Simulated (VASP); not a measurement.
A run of VASP 6.6.1:

Contents of INCAR:

```
PREC = Accurate
ENCUT = 520
EDIFF = 1E-6
ISMEAR = -1
SIGMA = 0.05
LREAL = False
LASPH = True
NELM = 100
ALGO = Normal
ISIF = 2
LWAVE = False
LCHARG = False
GGA = PS
NBANDS = 16
```

Contents of KPOINTS:

```
Automatic mesh
0
Gamma
  9 9 9
```

File POSCAR:

```
ZnS
1.0
    0.0000000000      2.6468416657      2.6468416657
    2.6468416657      0.0000000000      2.6468416657
    2.6468416657      2.6468416657      0.0000000000
Zn S
1 1
Direct
    0.7500000000      0.7500000000      0.7500000000
    0.0000000000      0.0000000000      0.0000000000
```

Potentials or basis: VASP PAW PBE potentials, release 64 (Zn, S).

Command:

```console
$ cat potpaw_PBE.64/Zn/POTCAR potpaw_PBE.64/S/POTCAR > POTCAR
$ mpirun -np 1 vasp_std > vasp.out
```

Hardware: 1 thread of AMD EPYC 7R13, with other jobs on the host.

**Question.** Estimate the wall time of this run.

**Answer.** Run time: 36 s on 1 thread of AMD EPYC 7R13 (shared host), peak memory 0.13 GiB. Counts: scf iterations 12, k points 35.
